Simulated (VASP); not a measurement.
# Si6AsO16 (a cell with a defect) in VASP: single point with PBE+D3(BJ)

Aim: the single point of Si6AsO16 (a cell with a defect) with PBE+D3(BJ).

All numbers are computed with VASP 6.6.1; they aren't measurements. Logs are shortened: lines on timing, memory, paths and dates and some standing lists are left out, and cuts for length are marked.

## 1. The cell of the first run

The cell holds a defect, 23 atoms: a = 5.893 Å, b = 5.893 Å, c = 5.329 Å, α = 90.00°, β = 90.00°, γ = 90.00°.

## 2. Single point, PBE+D3(BJ), collinear spin

INCAR

```
SYSTEM = Si6AsO16
PREC = Accurate
ENCUT = 520
EDIFF = 1E-7
ISMEAR = 0
SIGMA = 0.05
LREAL = Auto
LASPH = .TRUE.
NELM = 150
ALGO = Normal
ISIF = 2
LWAVE = .FALSE.
LCHARG = .FALSE.
ISPIN = 2
MAGMOM = 0 0 0 0 0 0 0 0 0 0 0 0 0 0 0 0 0 0 0 0 0 0 1
LORBIT = 11
GGA = PE
IVDW = 12
NBANDS = 84
NELECT = 123.0
```

KPOINTS

```
regular mesh
0
G
  2 2 3
  0 0 0
```

POSCAR

```
Si6AsO16
1.0
   -4.1667000000     -4.1667000000      0.0000000000
    4.1667000000     -4.1667000000      0.0000000000
    0.0000000000      0.0000000000      5.3290000000
Si O As
6 16 1
Direct
    0.4999029014      0.5002448958     -0.0019599290
   -0.0001066751      0.5002778605      0.2487530172
    0.4999270726      0.5002301595      0.4995461623
   -0.0000992985      0.5003005981      0.7487606491
    0.0000788301      0.0002958571     -0.0048038845
   -0.0001358600      0.0002988920      0.5023546829
    0.1957783620      0.5003334789     -0.0017309145
    0.0000091042      0.1977038962      0.2487669948
    0.8040340778      0.5002588139     -0.0016785332
   -0.0000523061      0.8028680624      0.2487725435
    0.1957871485      0.5003763417      0.4992531594
   -0.0000968409      0.1970938942      0.7487501188
    0.8040218638      0.5002390312      0.4992465865
   -0.0001919766      0.8035152786      0.7487965070
    0.7050610777      0.0004460263      0.0005668318
    0.4999381837      0.6906148769      0.2487731704
    0.2950599843      0.0002345452      0.0000552319
    0.4997666900      0.3098822839      0.2488067318
    0.7048292874      0.0002369863      0.4972511789
    0.4999729879      0.6915458235      0.7487624593
    0.2948938524      0.0001591837      0.4973762681
    0.4998422879      0.3089907708      0.7487740519
    0.4997308455      0.0002374435      0.2487859158
```

Potentials or basis: VASP PAW PBE potentials, release 64 (Si, O, As).

Command:

```console
cat potpaw_PBE.64/Si/POTCAR potpaw_PBE.64/O/POTCAR potpaw_PBE.64/As/POTCAR > POTCAR
mpirun -np 1 vasp_std > vasp.out
```

OUTCAR:

```text
SYSTEM = Si6AsO16
   PREC = Accurate
   ENCUT = 520
   EDIFF = 1E-7
   ISMEAR = 0
   LREAL = Auto
   LASPH = .TRUE.
   NELM = 150
   ISIF = 2
   ISPIN = 2
   LORBIT = 11
   GGA = PE
   IVDW = 12
   NELECT = 123.0
 IVDW          = 12

 ion  position               nearest neighbor table
   1  0.500  0.500  0.998-  22 1.74  20 1.74  16 1.74  18 1.74   7 1.79   9 1.79   3 2.66   3 2.67

   2  1.000  0.500  0.249-   9 1.76  13 1.76   7 1.76  11 1.76   8 1.78  10 1.78   4 2.66   4 2.66

   3  0.500  0.500  0.500-  22 1.74  20 1.74  18 1.74  16 1.74  13 1.79  11 1.79   1 2.66   1 2.67
[... 8 lines left out ...]
   8  0.000  0.198  0.249-   2 1.78   5 1.78   6 1.78
   9  0.804  0.500  0.998-   4 1.76   2 1.76   1 1.79
  10  1.000  0.803  0.249-   2 1.78   5 1.78   6 1.78
  11  0.196  0.500  0.499-   4 1.76   2 1.76   3 1.79
  12  1.000  0.197  0.749-   6 1.75   5 1.75   4 1.79
  13  0.804  0.500  0.499-   4 1.76   2 1.76   3 1.79
  14  1.000  0.804  0.749-   5 1.75   6 1.75   4 1.79
  15  0.705  0.000  0.001-   5 1.74  23 1.79
  16  0.500  0.691  0.249-   1 1.74   3 1.74  23 1.82
  17  0.295  0.000  0.000-   5 1.74  23 1.79
  18  0.500  0.310  0.249-   3 1.74   1 1.74  23 1.82
  19  0.705  0.000  0.497-   6 1.74  23 1.79
  20  0.500  0.692  0.749-   3 1.74   1 1.74
  21  0.295  0.000  0.497-   6 1.74  23 1.79
  22  0.500  0.309  0.749-   3 1.74   1 1.74
  23  0.500  0.000  0.249-  17 1.79  21 1.79  15 1.79  19 1.79  16 1.82  18 1.82

  LATTYP: Found a simple tetragonal cell.
 ALAT       =     5.8926036503
 C/A-ratio  =     0.9043540540

  Lattice vectors:

 A1 = (  -4.1667000000,  -4.1667000000,   0.0000000000)
 A2 = (   4.1667000000,  -4.1667000000,   0.0000000000)
 A3 = (   0.0000000000,   0.0000000000,   5.3290000000)

Analysis of symmetry for initial positions (statically):
=====================================================================
 Subroutine PRICEL returns:
 Original cell was already a primitive cell.

 Routine SETGRP: Setting up the symmetry group for a
 simple tetragonal supercell.

 Subroutine GETGRP returns: Found  1 space group operations
 (whereof  1 operations were pure point group operations)
 out of a pool of 16 trial point group operations.

The static configuration has the point symmetry C_1 .

Analysis of symmetry for dynamics (positions and initial velocities):
=====================================================================
 Subroutine PRICEL returns:
 Original cell was already a primitive cell.

 Routine SETGRP: Setting up the symmetry group for a
 simple tetragonal supercell.

 Subroutine GETGRP returns: Found  1 space group operations
 (whereof  1 operations were pure point group operations)
[... 188 lines left out ...]
  free energy    TOTEN  =      -174.07060234 eV

  energy without entropy =     -174.04830457  energy(sigma->0) =     -174.05945346

 E-fermi :   6.1057     XC(G=0): -11.9771

 val. band max:        6.1002943374   @ k =   0.0000   0.0000   0.3333
 cond. band min:       6.1062075504   @ k =   0.0000   0.5000   0.3333
 fundamental gap:      0.0059132129
 Fermi energy:         6.1056958920

 spin component 1

 k-point     1 :       0.0000    0.0000    0.0000
  band No.  band energies     occupation
      1     -15.5982      1.00000
      2     -14.0251      1.00000
      3     -13.7113      1.00000
      4     -12.8809      1.00000
      5     -12.8406      1.00000
      6     -12.6778      1.00000
[... 597 lines left out ...]
     72      16.8597      0.00000
     73      17.0066      0.00000
 Fermi energy:         6.1056958920

 spin component 2

 k-point     1 :       0.0000    0.0000    0.0000
  band No.  band energies     occupation
      1     -15.6144      1.00000
      2     -14.0302      1.00000
      3     -13.7223      1.00000
      4     -12.9106      1.00000
      5     -12.8119      1.00000
      6     -12.5752      1.00000
[... 597 lines left out ...]
     72      16.7774      0.00000
     73      16.9433      0.00000
 [bands above 73 left out]

------------------------ aborting loop because EDIFF is reached ----------------------------------------

 Edisp (eV)   -5.12192

 E8    (eV) :    -1.7410

  FORCE on cell =-STRESS in cart. coord.  units (eV):
  Direction    XX          YY          ZZ          XY          YZ          ZX
  --------------------------------------------------------------------------------------
  -------------------------------------------------------------------------------------
  Total     -11.93750   -11.95669    -7.32585    -1.15663     0.01733     0.02197
  in kB    -103.36267  -103.52886   -63.43197   -10.01484     0.15002     0.19021
  external pressure =      -90.11 kB  Pullay stress =        0.00 kB

 VOLUME and BASIS-vectors are now :
 -----------------------------------------------------------------------------
  energy-cutoff  :      520.00
  volume of cell :      185.04
      direct lattice vectors                 reciprocal lattice vectors
    -4.166700000 -4.166700000  0.000000000    -0.119999040 -0.119999040  0.000000000
     4.166700000 -4.166700000  0.000000000     0.119999040 -0.119999040  0.000000000
     0.000000000  0.000000000  5.329000000     0.000000000  0.000000000  0.187652468

 POSITION                                       TOTAL-FORCE (eV/Angst)
 -----------------------------------------------------------------------------------
      0.00142     -4.16732      5.31856         0.000503      0.000327      0.062827
     -2.08175     -6.25076      1.32560        -0.001416     -0.002208      0.003915
      0.00126     -4.16736      2.66208         0.002676     -0.001709     -0.067254
     -2.08168     -6.25089      3.99015         0.000336      0.001032      0.001212
      0.00090     -0.00156      5.30340        -0.007281     -0.008119      0.088145
     -4.16489     -4.16738      2.67705         0.001014      0.002724     -0.082607
[... 15 lines left out ...]
     -0.79522     -3.37016      3.99022         0.330913     -0.332673      0.000219
     -2.08124     -2.08322      1.32578         0.012825      0.000530     -0.003696
 -----------------------------------------------------------------------------------
    total drift:                                0.010384     -0.001826     -0.050408

  FREE ENERGIE OF THE ION-ELECTRON SYSTEM (eV)
  ---------------------------------------------------
  free  energy   TOTEN  =      -179.1925217258 eV

  energy  without entropy=     -179.1702239563  energy(sigma->0) =     -179.18137284

 total charge

# of ion       s       p       d       tot
------------------------------------------
    1        0.589   0.884   0.000   1.473
    2        0.582   0.867   0.000   1.448
    3        0.589   0.884   0.000   1.473
    4        0.579   0.865   0.000   1.444
    5        0.587   0.885   0.000   1.472
    6        0.587   0.885   0.000   1.472
[... 15 lines left out ...]
   22        1.593   3.381   0.000   4.974
   23        1.010   1.304   0.446   2.760
--------------------------------------------------
tot         29.617  63.343   0.446  93.406

 magnetization (x)

# of ion       s       p       d       tot
------------------------------------------
    1       -0.005  -0.004   0.000  -0.009
    2       -0.000   0.001   0.000   0.001
    3       -0.005  -0.004   0.000  -0.009
    4        0.000   0.001   0.000   0.001
    5        0.003   0.004   0.000   0.007
    6        0.003   0.004   0.000   0.007
[... 15 lines left out ...]
   22        0.009   0.494   0.000   0.503
   23        0.006   0.006  -0.003   0.008
--------------------------------------------------
tot          0.000  -0.073  -0.003  -0.076
```

OSZICAR:

```text
N       E                     dE             d eps       ncg     rms          rms(c)
DAV:   1     0.630885104597E+03    0.63089E+03   -0.69007E+04  2688   0.143E+03
DAV:   2    -0.147020139401E+03   -0.77791E+03   -0.75940E+03  3160   0.326E+02
DAV:   3    -0.185331026483E+03   -0.38311E+02   -0.37858E+02  3240   0.710E+01
DAV:   4    -0.185769899414E+03   -0.43887E+00   -0.43769E+00  3216   0.842E+00
[... 39 lines left out ...]
DAV:  44    -0.174070602022E+03    0.13893E-05   -0.34132E-06  3008   0.710E-03    0.474E-03
DAV:  45    -0.174070602284E+03   -0.26134E-06   -0.22037E-06  3184   0.495E-03    0.262E-03
DAV:  46    -0.174070602405E+03   -0.12085E-06   -0.34924E-07  2500   0.245E-03    0.236E-03
DAV:  47    -0.174070602341E+03    0.63408E-07   -0.23377E-07  1800   0.166E-03
   1 F= -.17919252E+03 E0= -.17918137E+03  d E =-.222978E-01  mag=    -0.0908
```

Run time: 22 min. Hardware: 1 thread of Intel Xeon Platinum 8375C at 2.90GHz (Ice Lake), shared host; peak memory 0.46 GiB.

What came out:

| Quantity | Value |
| --- | --- |
| Free energy | -179.1925 eV |
| Largest force | 0.473 eV/Å |
| Net moment | -0.09 μB per cell |
| Site moments | Si -0.01, +0.00, +0.01 (each value once); O +0.03, -0.13, +0.02, -0.08, -0.19, -0.01, -0.18, +0.50 (each value once); As +0.01 μB |
| Valence electrons inside the program's atomic spheres | Si 1.47, 1.45, 1.44 (each value once); O 5.19, 5.15, 5.01, 5.21, 4.97 (each value once); As 2.76 |
| Dispersion energy per atom | -0.223 eV |

Forces on the atoms (eV/Å):
```
Si   0.001  0.000  0.063
Si  -0.001 -0.002  0.004
Si   0.003 -0.002 -0.067
Si   0.000  0.001  0.001
Si  -0.007 -0.008  0.088
Si   0.001  0.003 -0.083
O    0.002  0.003  0.016
O    0.015 -0.015  0.003
O   -0.002 -0.002  0.016
O   -0.015  0.016  0.000
O    0.004  0.007 -0.017
O   -0.024  0.024  0.000
O   -0.002 -0.005 -0.016
O    0.023 -0.021 -0.002
O   -0.088 -0.083 -0.228
O   -0.136  0.135 -0.002
O    0.080  0.082 -0.225
O    0.134 -0.139 -0.002
O   -0.084 -0.085  0.228
O   -0.333  0.335 -0.001
O    0.087  0.088  0.227
O    0.331 -0.333  0.000
As   0.013  0.001 -0.004
```

Caveat: the k points lie up to 0.53 Å⁻¹ apart; the cell carries a net charge on a neutralising background, which shifts energy and pressure; the cell is charged against a uniform background, so pressure and absolute levels hang on convention.
